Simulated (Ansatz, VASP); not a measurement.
# C: VASP beside Ansatz

File POSCAR:

```
C
1.0
    0.0000000000      1.7437848816      1.7437848816
    1.7437848816      0.0000000000      1.7437848816
    1.7437848816      1.7437848816      0.0000000000
C
2
Direct
    0.0000000000      0.0000000000      0.0000000000
    0.2500000000      0.2500000000      0.2500000000
```

The input INCAR.step1:

```
SYSTEM = C
PREC = Accurate ; ENCUT = 520
ISMEAR = 0 ; SIGMA = 0.01
LREAL = .False. ; LASPH = .True.
NELM = 100 ; NBANDS = 11
GGA = PE ; ALGO = Normal
EDIFF = 1E-4 ; LWAVE = .True.
LCHARG = .False.
```

The input INCAR.step2:

```
SYSTEM = C
PREC = Accurate ; ENCUT = 520
EDIFF = 1E-7 ; ISMEAR = 0
SIGMA = 0.01 ; LREAL = .False.
LASPH = .True. ; NELM = 100
ALGO = Normal ; ISIF = 2
LWAVE = .False. ; LCHARG = .False.
METAGGA = R2SCAN ; LMIXTAU = .True.
NBANDS = 11 ; ISTART = 1
```

File KPOINTS:

```
Automatic mesh
0
Gamma
  10 10 10
  0 0 0
```

Input for Ansatz:

```yaml
crystal:
  lattice:
    - [0.0, 1.7437848816, 1.7437848816]
    - [1.7437848816, 0.0, 1.7437848816]
    - [1.7437848816, 1.7437848816, 0.0]
  atoms:
    - { symbol: C, position: [0.0, 0.0, 0.0] }
    - { symbol: C, position: [0.25, 0.25, 0.25] }
kpoints:
  mp_grid: { grid: [10, 10, 10] }
hamiltonian:
  xc: r2scan
scf:
  occupations: { method: fixed }
  n_extra_bands: 4
output:
  forces: true
  stress: true
  eigenvalues: true
```

Alike in both runs: task single point; functional r2SCAN; k mesh 10 × 10 × 10; no spin polarisation.

|  | VASP | Ansatz |
| --- | --- | --- |
| version | VASP 6.6.1 | Ansatz 0.2.0 |
| potentials or method | VASP PAW PBE potentials, release 64 (C) | plane waves, PAW |
| plane-wave cutoff (eV) | 520 | 500 |
| occupations | gaussian, width 0.01 eV | fixed |
| valence electrons in the cell | 8 | 8 |

Ansatz gave:

- gap on the k mesh at the Fermi level (eV): 4.55

**Question.** What did VASP give for the same quantities?

**Answer.** gap on the k mesh at the Fermi level (eV): 4.52.

VASP's potentials were made for PBE, not for r2SCAN.
